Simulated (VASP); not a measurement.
# ErBe (I4/mmm) in VASP: relaxation of cell and atoms with PBE

Aim: the relaxation of cell and atoms of ErBe with PBE.

All numbers are computed with VASP 6.6.1; they aren't measurements. Logs are shortened: lines on timing, memory, paths and dates and some standing lists are left out, and cuts for length are marked.

## (1) The cell of the first run

Symmetry: I4/mmm, No. 139, tetragonal system. The conventional cell has a = 4.302 Å, b = 4.302 Å, c = 4.230 Å, α = 90.00°, β = 90.00°, γ = 90.00°. Er (site symmetry 4/mmm) has 2 Be at 2.11 Å within 2.8 Å. Within 2.8 Å of Be (site symmetry 4/mmm) lie 2 Er at 2.11 Å.

The cell was generated, and may not be a known phase.

## (2) Relaxation of cell and atoms, PBE

The input, INCAR:

```
  ALGO = Normal
  EDIFF = 1E-7
  EDIFFG = -0.08
  ENCUT = 600
  GGA = PE
  GGA_COMPAT = F
  IBRION = 2
  ISIF = 3
  ISMEAR = 0
  LASPH = T
  LCHARG = F
  LMAXMIX = 6
  LREAL = F
  LWAVE = F
  NELM = 200
  NELMIN = 4
  NSW = 36
  PREC = Accurate
  SIGMA = 0.2
```

The input, KPOINTS:

```
k-points
0
Gamma
  6 6 6
```

The input, POSCAR:

```
ErBe
1.0
   -2.1509670300      2.1509670300      2.1149475800
    2.1509670300     -2.1509670300      2.1149475800
    2.1509670300      2.1509670300     -2.1149475800
Er Be
1 1
Direct
    0.0000000000      0.0000000000      0.0000000000
    0.5000000000      0.5000000000      0.0000000000
```

Potentials or basis: VASP PAW PBE potentials, release 64 (Er_3, Be), 4f in core.

The run is started by

```
cat potpaw_PBE.64/Er_3/POTCAR potpaw_PBE.64/Be/POTCAR > POTCAR
mpirun -np 1 vasp_std > vasp.out
```

OUTCAR:

```text
EDIFF = 1E-7
   EDIFFG = -0.08
   ENCUT = 600
   GGA = PE
   IBRION = 2
   ISIF = 3
   ISMEAR = 0
   LASPH = T
   LREAL = F
   NELM = 200
   NELMIN = 4
   NSW = 36
   PREC = Accurate

 ion  position               nearest neighbor table
   1  0.000  0.000  0.000-   2 2.11   2 2.11   2 3.04   2 3.04   2 3.04   2 3.04
   2  0.500  0.500  0.000-   1 2.11   1 2.11   1 3.04   1 3.04   1 3.04   1 3.04

  LATTYP: Found a body centered tetragonal cell.
 ALAT       =     4.3019340600
 C/A-ratio  =     0.9832542993

  Lattice vectors:

 A1 = (  -2.1509670300,   2.1509670300,   2.1149475800)
 A2 = (   2.1509670300,  -2.1509670300,   2.1149475800)
 A3 = (   2.1509670300,   2.1509670300,  -2.1149475800)

Analysis of symmetry for initial positions (statically):
=====================================================================
 Subroutine PRICEL returns:
 Original cell was already a primitive cell.

 Routine SETGRP: Setting up the symmetry group for a
 body centered tetragonal supercell.

 Subroutine GETGRP returns: Found 16 space group operations
 (whereof 16 operations were pure point group operations)
 out of a pool of 16 trial point group operations.

The static configuration has the point symmetry D_4h.

Analysis of symmetry for dynamics (positions and initial velocities):
=====================================================================
 Subroutine PRICEL returns:
 Original cell was already a primitive cell.

 Routine SETGRP: Setting up the symmetry group for a
 body centered tetragonal supercell.

 Subroutine GETGRP returns: Found 16 space group operations
 (whereof 16 operations were pure point group operations)
 out of a pool of 16 trial point group operations.

The dynamic configuration has the point symmetry D_4h.

 Subroutine INISYM returns: Found 16 space group operations
 (whereof 16 operations are pure point group operations),
 and found     1 'primitive' translations

----------------------------------------------------------------------------------------

                                     Primitive cell

  volume of cell :      39.1406

  direct lattice vectors                    reciprocal lattice vectors
    -2.150967030  2.150967030  2.114947580     0.000000000  0.232453586  0.236412479
     2.150967030 -2.150967030  2.114947580     0.232453586  0.000000000  0.236412479
     2.150967030  2.150967030 -2.114947580     0.232453586  0.232453586  0.000000000

  length of vectors
     3.704905072  3.704905072  3.704905072     0.331550192  0.331550192  0.328739014

  position of ions in fractional coordinates (direct lattice)
     0.000000000  0.000000000  0.000000000
     0.500000000  0.500000000  0.000000000

  ion indices of the primitive-cell ions
   primitive index   ion index
                 1           1
                 2           2

----------------------------------------------------------------------------------------

 KPOINTS: k-points

Automatic generation of k-mesh.
 Grid dimensions read from file:
 generate k-points for:    6    6    6

 Generating k-lattice:

  Cartesian coordinates                     Fractional coordinates (reciprocal lattice)
     0.000000000  0.038742264  0.039402080     0.166666667  0.000000000  0.000000000
     0.038742264  0.000000000  0.039402080     0.000000000  0.166666667  0.000000000
     0.038742264  0.038742264  0.000000000     0.000000000  0.000000000  0.166666667

  Length of vectors
     0.055258365  0.055258365  0.054789836

  Shift w.r.t. Gamma in fractional coordinates (k-lattice)
     0.000000000  0.000000000  0.000000000

 Subroutine IBZKPT returns following result:
 ===========================================

 Found     30 irreducible k-points:

 Following reciprocal coordinates:
            Coordinates               Weight
  0.000000  0.000000  0.000000      1.000000
  0.166667  0.000000  0.000000      8.000000
  0.333333  0.000000  0.000000      8.000000
  0.500000  0.000000  0.000000      4.000000
  0.166667  0.166667  0.000000      8.000000
  0.333333  0.166667  0.000000     16.000000
[... 16 lines left out ...]
 -0.333333 -0.333333  0.166667      8.000000
 -0.166667 -0.333333  0.166667      8.000000
 [... further k-points ...]
   k-points           NKPTS =     30   k-points in BZ     NKDIM =     30   number of bands    NBANDS=      9
   number of dos      NEDOS =    301   number of ions     NIONS =      2
   total plane-waves  NPLWV =  27000
   dimension x,y,z NGX =    30 NGY =   30 NGZ =   30
   dimension x,y,z NGXF=    60 NGYF=   60 NGZF=   60
   ions per type =               1   1
   NGX,Y,Z   is equivalent  to a cutoff of  13.46, 13.46, 13.46 a.u.
   NGXF,Y,Z  is equivalent  to a cutoff of  26.92, 26.92, 26.92 a.u.
 SYSTEM =  unknown system
   PREC   = accura    normal or accurate (medium, high low for compatibility)
   ISTART =      0    job   : 0-new  1-cont  2-samecut
   ICHARG =      2    charge: 1-file 2-atom 10-const
   ISPIN  =      1    spin polarized calculation?
   LNONCOLLINEAR =      F non collinear calculations
   LSORBIT =      F    spin-orbit coupling
   LASPH  =      T    aspherical Exc in radial PAW
   ENCUT  =  600.0 eV  44.10 Ry    6.64 a.u.   7.40  7.40  7.40*2*pi/ulx,y,z
   NELM   =    200;   NELMIN=  4; NELMDL= -5     # of ELM steps
   EDIFF  = 0.1E-06   stopping-criterion for ELM
   LREAL  =      F    real-space projection
   EDIFFG = -.8E-01   stopping-criterion for IOM
   NSW    =     36    number of steps for IOM
   IBRION =      2    ionic relax: 0-MD 1-quasi-New 2-CG
   NFREE  =      1    steps in history (QN), initial steepest desc. (CG)
   ISIF   =      3    stress and relaxation
   ISYM   =      2    0-nonsym 1-usesym 2-fastsym
   POTIM  = 0.5000    time-step for ionic-motion
   TEBEG  =    0.0;   TEEND  =   0.0 temperature during run
   PSTRESS=    0.0 pullay stress
   NELECT =      11.0000    total number of electrons
   NUPDOWN=      -1.0000    fix difference up-down
   EMIN   =  10.00;   EMAX   =-10.00  energy-range for DOS
   EFERMI =   0.00;   METHOD = LEGACY
   ISMEAR =     0;   SIGMA  =   0.20  broadening in eV -4-tet -1-fermi 0-gaus
   EFERMI_NEDOS =   21; number of points for ismear=-14 and -15
   IALGO  =     38    algorithm
   IMIX   =      4    mixing-type and parameters
     AMIX     =   0.40;   BMIX     =  1.00
     AMIX_MAG =   1.60;   BMIX_MAG =  1.00
  volume/ion in A,a.u.               =      19.57       132.07
  Fermi-wavevector in a.u.,A,eV,Ry     =   1.072334  2.026417 15.645338  1.149900
  Thomas-Fermi vector in A             =   2.208101
   LORBIT       =      0    0 simple, 1 ext, 2 COOP (PROOUT), +10 PAW based schemes
   GGA     = PE    functional components
   LHFCALC =     F    Hartree Fock is set to
   AEXX    =    0.0000 exact exchange contribution
   IVDW    =     0    specifies the selected vdW correction
   LEPSILON=     F    determine dielectric tensor
   LRPA    =     F    only Hartree local field effects (RPA)
 conjugate gradient relaxation of ions
 non-spin polarized calculation
 Gauss-broadening in eV      SIGMA  =   0.20
  energy-cutoff  :      600.00
  volume of cell :       39.14
 maximum number of plane-waves:      1325
 NGX is ok and might be reduce to    30
   NGX = 15   NGY = 15   NGZ = 15

--------------------------------------- Ionic step        1  -------------------------------------------

 number of electron      10.9999999 magnetization

 Free energy of the ion-electron system (eV)
  ---------------------------------------------------
  ext. energy  EPLUGINS =         0.00000000
  ---------------------------------------------------
  free energy    TOTEN  =        -5.21758633 eV

  energy without entropy =       -5.17450573  energy(sigma->0) =       -5.19604603

 E-fermi :   2.6277     XC(G=0):  -9.8837

 val. band max:        2.6239164377   @ k =  -0.3333   0.5000   0.1667
 cond. band min:       2.6550571466   @ k =  -0.1667  -0.3333   0.1667
 fundamental gap:      0.0311407089
 Fermi energy:         2.6276694113

 k-point     1 :       0.0000    0.0000    0.0000
  band No.  band energies     occupation
      1     -21.5632      2.00000
      2     -20.9034      2.00000
      3     -20.9034      2.00000
      4      -3.1721      2.00000
      5       4.6693      0.00000
      6       4.6693      0.00000
      7       4.9216      0.00000
      8       5.5193      0.00000
      9       6.8686      0.00000
[... 265 lines left out ...]
 k-point    24 :      -0.1667   -0.3333    0.1667
  band No.  band energies     occupation
      1     -21.6491      2.00000
      2     -21.0089      2.00000
      3     -21.0073      2.00000
      4      -0.3447      2.00000
      5       2.2648      1.98971
      6       2.5083      1.60121
      7       2.6551      0.84644
      8       4.9913      0.00000
      9       7.0173      0.00000

 [... further k-points ...]
[... 5 lines left out ...]
  --------------------------------------------------------------------------------------
  -------------------------------------------------------------------------------------
  Total       -1.8327747     -1.8327747     15.3148844      0.0000000     -0.0000000      0.0000000
  in kB      -75.0226790    -75.0226790    626.8984564      0.0000000     -0.0000000      0.0000000
  external PRESSURE =     158.9510328 kB  Pullay stress =       0.0000000 kB
[... 201 lines left out ...]
  energy  without entropy=       -7.2597358775  energy(sigma->0) =       -7.27696875

--------------------------------------- Ionic step        7  -------------------------------------------

 number of electron      11.0000001 magnetization

 Free energy of the ion-electron system (eV)
  ---------------------------------------------------
  ext. energy  EPLUGINS =         0.00000000
  ---------------------------------------------------
  free energy    TOTEN  =        -7.29468501 eV

  energy without entropy =       -7.26034311  energy(sigma->0) =       -7.27751406

 E-fermi :   2.4963     XC(G=0):  -9.5559

 val. band max:        2.4746369277   @ k =   0.5000   0.5000   0.0000
 cond. band min:       2.6062716341   @ k =   0.5000   0.0000   0.0000
 fundamental gap:      0.1316347064
 Fermi energy:         2.4963470927

 k-point     1 :       0.0000    0.0000    0.0000
  band No.  band energies     occupation
      1     -21.7472      2.00000
      2     -21.7472      2.00000
      3     -21.7472      2.00000
      4      -3.5982      2.00000
      5       4.5622      0.00000
      6       4.5622      0.00000
      7       4.5627      0.00000
      8       5.7513      0.00000
      9       5.7517      0.00000
[... 265 lines left out ...]
 k-point    24 :      -0.1667   -0.3333    0.1667
  band No.  band energies     occupation
      1     -21.8601      2.00000
      2     -21.7790      2.00000
      3     -21.7786      2.00000
      4      -1.9894      2.00000
      5       2.0589      1.99802
      6       2.8243      0.02040
      7       3.6709      0.00000
      8       5.0286      0.00000
      9       6.6550      0.00000

 [... further k-points ...]
[... 5 lines left out ...]
  --------------------------------------------------------------------------------------
  -------------------------------------------------------------------------------------
  Total        0.0030423      0.0030423      0.0000886      0.0000000      0.0000000      0.0000000
  in kB        0.1102922      0.1102922      0.0032111      0.0000000      0.0000000      0.0000000
  external PRESSURE =       0.0745985 kB  Pullay stress =       0.0000000 kB
[... 17 lines left out ...]
  FREE ENERGIE OF THE ION-ELECTRON SYSTEM (eV)
  ---------------------------------------------------
  free  energy   TOTEN  =        -7.2946850120 eV

  energy  without entropy=       -7.2603431117  energy(sigma->0) =       -7.27751406

 reached required accuracy - stopping structural energy minimisation
```

Wall time 40 s (1 thread of Intel Xeon Platinum 8559C (Emerald Rapids), shared host); peak memory 0.18 GiB.

Results:

```
Free energy                           : -7.2947 eV
Relaxed volume                        : 22.10 Å³/atom
Relaxed cell                          : a = 3.968 Å, b = 3.968 Å, c = 3.968 Å, α = 120.00°, β = 120.00°, γ = 90.00°
Space group after relaxing (to 0.1 Å) : Fm-3m (No. 225)
Energy gained by relaxing             : 1038.5 meV/atom
Ionic steps                           : 7
Pressure after relaxing               : 0.0 GPa
Band gap on the k mesh                : zero (an odd number of electrons rules out a gap without spin polarisation)
```

Step by step:
```
step  energy change (eV)  largest force (eV/Å)  pressure (GPa)  volume (Å³)
   1              0.0000                0.0000           15.90        39.14
   2             -1.9971                0.0000           -4.93        48.97
   3             -2.0006                0.0000           -3.56        47.62
   4             -2.0076                0.0000           -4.15        48.13
   5             -2.0766                0.0000           -0.14        44.31
   6             -2.0766                0.0000           -0.23        44.37
   7             -2.0771                0.0000            0.01        44.19
```

Final structure:
```yaml
crystal:
  lattice:
    - [-1.98429, 1.98429, 2.80606]
    - [1.98429, -1.98429, 2.80606]
    - [1.98429, 1.98429, -2.80606]
  atoms:
    - { symbol: Er, position: [0.00000, 0.00000, 0.00000] }
    - { symbol: Be, position: [0.50000, 0.50000, 0.00000] }
```

Levels at points of the mesh, in eV from the Fermi level:
```
           k point  band 4  band 5  band 6  band 7  band 8  band 9
(0.00, 0.00, 0.00)   -6.09    2.07    2.07    2.07    3.25    3.26
(0.50, 0.00, 0.00)   -3.01   -2.21    0.11    0.11    4.71    4.72
(0.50, 0.50, 0.00)   -3.30   -0.69   -0.02    2.30    2.30    4.45
(0.50, 0.50, 0.50)   -3.30   -0.69   -0.02    2.30    2.30    4.45
```

Caveat: spin-orbit coupling is left out, which moves the levels of the heavy elements; the 4f electrons are frozen in the core, so they carry no moment and show no levels. Spin polarisation is off, so any magnetic state and its effect on volume and gap are missing.

The gap in the log of VASP goes by the Fermi energy; the results here count the filled bands.